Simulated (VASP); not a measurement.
# Ti (P6_3/mmc) in VASP: a series of runs

Runs on Ti. Level: PBE. Tasks: relaxation of cell and atoms, single point, relaxation of shape and atoms at fixed volume.

Everything below comes from runs of VASP 6.6.1. Logs are shortened: lines on timing, memory, paths and dates and some standing lists are left out, and cuts for length are marked.

## Step 1: The cell of the first run

It takes space group P6_3/mmc (No. 194, hexagonal). Conventional cell: a = 2.939 Å, b = 2.939 Å, c = 4.650 Å, α = 90.00°, β = 90.00°, γ = 120.00°. Ti (site symmetry -6m2) has 12 Ti at 2.88 to 2.94 Å within 3.8 Å.

## Step 2: Relaxation of cell and atoms, PBE

INCAR reads:

```
ALGO = Fast
EDIFF = 1E-6
EDIFFG = -0.001
ENCUT = 600
GGA = PE
IBRION = 2
ISIF = 3
ISMEAR = -1
LASPH = T
LCHARG = F
LREAL = F
LWAVE = F
NELM = 100
NSW = 80
PREC = Accurate
SIGMA = 0.15
```

KPOINTS reads:

```
k-points
0
Gamma
  18 18 10
```

POSCAR reads:

```
Ti
1.0
    2.9385821065      0.0000000000      0.0000000000
   -1.4692910532      2.5448867553      0.0000000000
    0.0000000000      0.0000000000      4.6504271810
Ti
2
Direct
    0.3333333333      0.6666666667      0.2500000000
    0.6666666667      0.3333333333      0.7500000000
```

Potentials or basis: VASP PAW PBE potentials, release 64 (Ti_sv).

Run with:

```
$ cat potpaw_PBE.64/Ti_sv/POTCAR > POTCAR
$ mpirun -np 1 vasp_std > vasp.out
```

OUTCAR:

```text
EDIFF = 1E-6
   EDIFFG = -0.001
   ENCUT = 600
   GGA = PE
   IBRION = 2
   ISIF = 3
   ISMEAR = -1
   LASPH = T
   LREAL = F
   NELM = 100
   NSW = 80
   PREC = Accurate

 ion  position               nearest neighbor table
   1  0.333  0.667  0.250-   2 2.88   2 2.88   2 2.88   2 2.88   2 2.88   2 2.88
   2  0.667  0.333  0.750-   1 2.88   1 2.88   1 2.88   1 2.88   1 2.88   1 2.88

  LATTYP: Found a hexagonal cell.
 ALAT       =     2.9385821065
 C/A-ratio  =     1.5825411755

  Lattice vectors:

 A1 = (   2.9385821065,   0.0000000000,   0.0000000000)
 A2 = (  -1.4692910532,   2.5448867553,   0.0000000000)
 A3 = (   0.0000000000,   0.0000000000,   4.6504271810)

Analysis of symmetry for initial positions (statically):
=====================================================================
 Subroutine PRICEL returns:
 Original cell was already a primitive cell.

 Routine SETGRP: Setting up the symmetry group for a
 hexagonal supercell.

 Subroutine GETGRP returns: Found 24 space group operations
 (whereof 12 operations were pure point group operations)
 out of a pool of 24 trial point group operations.

The static configuration has the point symmetry D_3d.
 The point group associated with its full space group is D_6h.

Analysis of symmetry for dynamics (positions and initial velocities):
=====================================================================
 Subroutine PRICEL returns:
 Original cell was already a primitive cell.

 Routine SETGRP: Setting up the symmetry group for a
 hexagonal supercell.

 Subroutine GETGRP returns: Found 24 space group operations
 (whereof 12 operations were pure point group operations)
 out of a pool of 24 trial point group operations.

The dynamic configuration has the point symmetry D_3d.
 The point group associated with its full space group is D_6h.

 Subroutine INISYM returns: Found 24 space group operations
 (whereof 12 operations are pure point group operations),
 and found     1 'primitive' translations

----------------------------------------------------------------------------------------

                                     Primitive cell

  volume of cell :      34.7776

  direct lattice vectors                    reciprocal lattice vectors
     2.938582107  0.000000000  0.000000000     0.340300173  0.196472397  0.000000000
    -1.469291053  2.544886755  0.000000000     0.000000000  0.392944793  0.000000000
     0.000000000  0.000000000  4.650427181     0.000000000  0.000000000  0.215034009

  length of vectors
     2.938582107  2.938582106  4.650427181     0.392944793  0.392944793  0.215034009

  position of ions in fractional coordinates (direct lattice)
     0.333333333  0.666666667  0.250000000
     0.666666667  0.333333333  0.750000000

  ion indices of the primitive-cell ions
   primitive index   ion index
                 1           1
                 2           2

----------------------------------------------------------------------------------------

 KPOINTS: k-points

Automatic generation of k-mesh.
 Grid dimensions read from file:
 generate k-points for:   18   18   10

 Generating k-lattice:

  Cartesian coordinates                     Fractional coordinates (reciprocal lattice)
     0.018905565  0.010915133  0.000000000     0.055555556  0.000000000  0.000000000
     0.000000000  0.021830266  0.000000000     0.000000000  0.055555556  0.000000000
     0.000000000  0.000000000  0.021503401     0.000000000  0.000000000  0.100000000

  Length of vectors
     0.021830266  0.021830266  0.021503401

  Shift w.r.t. Gamma in fractional coordinates (k-lattice)
     0.000000000  0.000000000  0.000000000

 Subroutine IBZKPT returns following result:
 ===========================================

 Found    222 irreducible k-points:

 Following reciprocal coordinates:
            Coordinates               Weight
  0.000000  0.000000  0.000000      1.000000
  0.055556  0.000000  0.000000      6.000000
  0.111111  0.000000  0.000000      6.000000
  0.166667  0.000000  0.000000      6.000000
  0.222222  0.000000  0.000000      6.000000
  0.277778  0.000000  0.000000      6.000000
[... 16 lines left out ...]
  0.333333  0.111111  0.000000     12.000000
  0.388889  0.111111  0.000000     12.000000
 [... further k-points ...]
   k-points           NKPTS =    222   k-points in BZ     NKDIM =    222   number of bands    NBANDS=     16
   number of dos      NEDOS =    301   number of ions     NIONS =      2
   total plane-waves  NPLWV =  23040
   dimension x,y,z NGX =    24 NGY =   24 NGZ =   40
   dimension x,y,z NGXF=    48 NGYF=   48 NGZF=   80
   ions per type =               2
   NGX,Y,Z   is equivalent  to a cutoff of  13.58, 13.58, 14.30 a.u.
   NGXF,Y,Z  is equivalent  to a cutoff of  27.16, 27.16, 28.60 a.u.
 SYSTEM =  unknown system
   PREC   = accura    normal or accurate (medium, high low for compatibility)
   ISTART =      0    job   : 0-new  1-cont  2-samecut
   ICHARG =      2    charge: 1-file 2-atom 10-const
   ISPIN  =      1    spin polarized calculation?
   LNONCOLLINEAR =      F non collinear calculations
   LSORBIT =      F    spin-orbit coupling
   LASPH  =      T    aspherical Exc in radial PAW
   ENCUT  =  600.0 eV  44.10 Ry    6.64 a.u.   5.87  5.87  9.29*2*pi/ulx,y,z
   NELM   =    100;   NELMIN=  2; NELMDL= -5     # of ELM steps
   EDIFF  = 0.1E-05   stopping-criterion for ELM
   LREAL  =      F    real-space projection
   EDIFFG = -.1E-02   stopping-criterion for IOM
   NSW    =     80    number of steps for IOM
   IBRION =      2    ionic relax: 0-MD 1-quasi-New 2-CG
   NFREE  =      1    steps in history (QN), initial steepest desc. (CG)
   ISIF   =      3    stress and relaxation
   ISYM   =      2    0-nonsym 1-usesym 2-fastsym
   POTIM  = 0.5000    time-step for ionic-motion
   TEBEG  =    0.0;   TEEND  =   0.0 temperature during run
   PSTRESS=    0.0 pullay stress
   NELECT =      24.0000    total number of electrons
   NUPDOWN=      -1.0000    fix difference up-down
   EMIN   =  10.00;   EMAX   =-10.00  energy-range for DOS
   EFERMI =   0.00;   METHOD = LEGACY
   ISMEAR =    -1;   SIGMA  =   0.15  broadening in eV -4-tet -1-fermi 0-gaus
   EFERMI_NEDOS =   21; number of points for ismear=-14 and -15
   IALGO  =     68    algorithm
   IMIX   =      4    mixing-type and parameters
     AMIX     =   0.40;   BMIX     =  1.00
     AMIX_MAG =   1.60;   BMIX_MAG =  1.00
  volume/ion in A,a.u.               =      17.39       117.35
  Fermi-wavevector in a.u.,A,eV,Ry     =   1.446701  2.733869 28.476240  2.092945
  Thomas-Fermi vector in A             =   2.564740
   LORBIT       =      0    0 simple, 1 ext, 2 COOP (PROOUT), +10 PAW based schemes
   GGA     = PE    functional components
   LHFCALC =     F    Hartree Fock is set to
   AEXX    =    0.0000 exact exchange contribution
   IVDW    =     0    specifies the selected vdW correction
   LEPSILON=     F    determine dielectric tensor
   LRPA    =     F    only Hartree local field effects (RPA)
 conjugate gradient relaxation of ions
 non-spin polarized calculation
 RMM-DIIS sequential band-by-band and
  energy-cutoff  :      600.00
  volume of cell :       34.78
 maximum number of plane-waves:      1182
 NGX is ok and might be reduce to    24

--------------------------------------- Ionic step        1  -------------------------------------------

 number of electron      23.9999994 magnetization

 Free energy of the ion-electron system (eV)
  ---------------------------------------------------
  ext. energy  EPLUGINS =         0.00000000
  ---------------------------------------------------
  free energy    TOTEN  =       -15.75833820 eV

  energy without entropy =      -15.56748203  energy(sigma->0) =      -15.66291011

------------------------ aborting loop because EDIFF is reached ----------------------------------------

  FORCE on cell =-STRESS in cart. coord.  units (eV):
  Direction    XX          YY          ZZ          XY          YZ          ZX
  --------------------------------------------------------------------------------------
  -------------------------------------------------------------------------------------
  Total       -0.0150658     -0.0150658      0.0376016     -0.0000000     -0.0000000      0.0000000
  in kB       -0.6940713     -0.6940713      1.7322772     -0.0000000     -0.0000000      0.0000000
  external PRESSURE =       0.1147116 kB  Pullay stress =       0.0000000 kB
[... 89 lines left out ...]
  FREE ENERGIE OF THE ION-ELECTRON SYSTEM (eV)
  ---------------------------------------------------
  free  energy   TOTEN  =       -15.7583914972 eV

  energy  without entropy=      -15.5672699517  energy(sigma->0) =      -15.66283072

[... ionic steps 4 to 64 ...]

--------------------------------------- Ionic step       65  -------------------------------------------

 number of electron      23.9999993 magnetization

------------------------ aborting loop because EDIFF is reached ----------------------------------------

  FORCE on cell =-STRESS in cart. coord.  units (eV):
  Direction    XX          YY          ZZ          XY          YZ          ZX
  --------------------------------------------------------------------------------------
  -------------------------------------------------------------------------------------
  Total       -0.0048943     -0.0048943     -0.0029236     -0.0000000      0.0000000     -0.0000000
  in kB       -0.2250747     -0.2250747     -0.1344454     -0.0000000      0.0000000     -0.0000000
  external PRESSURE =      -0.1948649 kB  Pullay stress =       0.0000000 kB
[... 57 lines left out ...]
  energy  without entropy=      -15.5668879120  energy(sigma->0) =      -15.66265470

--------------------------------------- Ionic step       67  -------------------------------------------

 number of electron      23.9999993 magnetization

 Free energy of the ion-electron system (eV)
  ---------------------------------------------------
  ext. energy  EPLUGINS =         0.00000000
  ---------------------------------------------------
  free energy    TOTEN  =       -15.75842146 eV

  energy without entropy =      -15.56688742  energy(sigma->0) =      -15.66265444

 E-fermi :   8.2650     XC(G=0): -11.4821

 val. band max:        8.2636968997   @ k =   0.2778   0.2778   0.3000
 cond. band min:       8.2688701030   @ k =   0.3889   0.2222   0.3000
 fundamental gap:      0.0051732034
 Fermi energy:         8.2649607054

 k-point     1 :       0.0000    0.0000    0.0000
  band No.  band energies     occupation
      1     -48.5402      2.00000
      2     -48.4057      2.00000
      3     -25.1133      2.00000
      4     -24.4947      2.00000
      5     -24.4947      2.00000
      6     -24.4127      2.00000
[... 8 lines left out ...]
     15       9.5776      0.00032
     16       9.5776      0.00032
[... 420 lines left out ...]
  band No.  band energies     occupation
      1     -48.4242      2.00000
      2     -48.3801      2.00000
      3     -24.9351      2.00000
      4     -24.8194      2.00000
      5     -24.8112      2.00000
      6     -24.6594      2.00000
[... 8 lines left out ...]
     15       9.4734      0.00063
     16      11.4103      0.00000

 [... further k-points ...]
[... 5 lines left out ...]
  --------------------------------------------------------------------------------------
  -------------------------------------------------------------------------------------
  Total       -0.0018571     -0.0018571      0.0009816     -0.0000000     -0.0000000      0.0000000
  in kB       -0.0854036     -0.0854036      0.0451432     -0.0000000     -0.0000000      0.0000000
  external PRESSURE =      -0.0418880 kB  Pullay stress =       0.0000000 kB
[... 17 lines left out ...]
  FREE ENERGIE OF THE ION-ELECTRON SYSTEM (eV)
  ---------------------------------------------------
  free  energy   TOTEN  =       -15.7584214577 eV

  energy  without entropy=      -15.5668874222  energy(sigma->0) =      -15.66265444

 reached required accuracy - stopping structural energy minimisation
```

It took 51 min on 1 thread of Intel Xeon Platinum 8488C (Sapphire Rapids), shared host; peak memory 0.3 GiB.

Results:

- Free energy: -15.7584 eV
- Relaxed volume: 17.42 Å³/atom
- Relaxed cell: a = 2.938 Å, b = 2.938 Å, c = 4.660 Å, α = 90.00°, β = 90.00°, γ = 120.00°
- Space group after relaxing (to 0.1 Å): P6_3/mmc (No. 194)
- Energy gained by relaxing: 0.0 meV/atom
- Ionic steps: 67
- Pressure after relaxing: 0.0 GPa
- Band gap on the k mesh: zero (bands 12 and 13 overlap by 1.10 eV)

Final structure:
```cif
data_structure
_symmetry_space_group_name_H-M 'P 1'
_symmetry_Int_Tables_number 1
_cell_length_a 2.9382
_cell_length_b 2.9382
_cell_length_c 4.6599
_cell_angle_alpha 90.000
_cell_angle_beta 90.000
_cell_angle_gamma 120.000
_cell_volume 34.84
loop_
_atom_site_label
_atom_site_type_symbol
_atom_site_fract_x
_atom_site_fract_y
_atom_site_fract_z
_atom_site_occupancy
Ti1 Ti 0.33333 0.66667 0.25000 1
Ti2 Ti 0.66667 0.33333 0.75000 1
```

## Step 3: Single point, PBE

This run uses another cell than the first one, of the same volume but with other edges.

INCAR reads:

```
SYSTEM = Ti
ALGO = Fast ; EDIFF = 1E-6
ENCUT = 520 ; GGA = PE
ISIF = 2 ; ISMEAR = 0
ISYM = 0 ; LASPH = .TRUE.
LCHARG = .FALSE. ; LREAL = .FALSE.
LWAVE = .FALSE. ; NBANDS = 19
NELM = 80 ; PREC = Accurate
SIGMA = 0.1
```

KPOINTS reads:

```
k-points
0
G
  12 7 15
  0 0 0
```

POSCAR reads:

```
Ti
1.0
    2.9385821062      0.0000000000      0.0000000000
   -1.4692910531      5.3012188750      0.0000000000
    1.4692910531      1.2216904732      2.2324697050
Ti
2
Direct
    0.0833333333      0.7500000000      0.5833333333
    0.9166666667      0.2500000000      0.4166666667
```

Potentials or basis: VASP PAW PBE potentials, release 64 (Ti_sv).

Run with:

```
$ cat potpaw_PBE.64/Ti_sv/POTCAR > POTCAR
$ mpirun -np 1 vasp_std > vasp.out
```

Wall time 29 min (1 thread of Intel Xeon 8259CL, shared host); peak memory 0.44 GiB.

It converged, with:

- Free energy: -15.6768 eV
- Pressure: -0.3 GPa
- Band gap on the k mesh: zero (bands 12 and 13 overlap by 1.11 eV)

Stress tensor (GPa, compression positive):
```
-0.38  0.00  0.01
 0.00 -0.30  0.04
 0.01  0.04 -0.24
```

Levels at points of the mesh, in eV from the Fermi level:
```tsv
k point	band 9	band 10	band 11	band 12	band 13	band 14	band 15	band 16
(0.00, 0.00, 0.00)	-6.22	-2.69	0.76	0.77	0.77	0.88	1.26	1.26
(0.50, 0.00, 0.00)	-2.55	-2.55	-0.82	-0.82	1.31	1.31	1.72	1.72
```

## Step 4: Relaxation of shape and atoms at fixed volume, PBE (17.91 Å³/atom)

This run uses another cell than the first one, of 17.91 Å³/atom.

INCAR reads:

```
SYSTEM = Ti
PREC = Accurate ; ENCUT = 600
EDIFF = 1E-6 ; ISMEAR = 0
SIGMA = 0.1 ; LREAL = .False.
LASPH = .True. ; NELM = 80
ALGO = Fast ; ISIF = 4
LWAVE = .False. ; LCHARG = .False.
GGA = PE ; IBRION = 2
NSW = 50 ; EDIFFG = -0.01
```

KPOINTS reads:

```
Automatic mesh
0
Gamma
  18 18 10
  0 0 0
```

POSCAR reads:

```
Ti
1.0
    2.9676788708      0.0000000000      0.0000000000
   -1.4838394354      2.5700852924      0.0000000000
    0.0000000000      0.0000000000      4.6964740090
Ti
2
Direct
    0.3333333333      0.6666666667      0.2500000000
    0.6666666667      0.3333333333      0.7500000000
```

Run with:

```
$ cat potpaw_PBE.64/Ti_sv/POTCAR > POTCAR
$ mpirun -np 1 vasp_std > vasp.out
```

Wall time 6.8 min (1 thread of Intel Xeon 8259CL, shared host); peak memory 0.26 GiB.

It converged, with:

```
Free energy             : -15.6651 eV
Pressure after relaxing : -3.6 GPa
Band gap on the k mesh  : zero (bands 12 and 13 overlap by 1.08 eV)
```

Stress tensor (GPa, compression positive):
```
-3.54  0.00  0.00
 0.00 -3.54  0.00
 0.00  0.00 -3.65
```

Final structure:
```
Ti
1.0
     2.96768    0.00000    0.00000
    -1.48384    2.57009    0.00000
     0.00000    0.00000    4.69647
Ti
2
Direct
  0.33333 0.66667 0.25000
  0.66667 0.33333 0.75000
```

Levels at points of the mesh, in eV from the Fermi level:
```csv
k point,band 10,band 11,band 12,band 13,band 14,band 15
"(0.00, 0.00, 0.00)",-2.62,0.69,0.75,0.75,0.85,1.22
"(0.50, 0.00, 0.00)",-2.08,-1.77,-0.67,0.46,0.59,1.12
"(0.00, 0.00, 0.50)",-4.32,0.08,0.08,0.65,0.65,0.65
"(0.50, 0.00, 0.50)",-2.47,-0.79,-0.79,1.24,1.24,1.66
```

Caveat: the relaxation stopped at its first step, so nothing moved.

(Continued in part 2 of 2.)
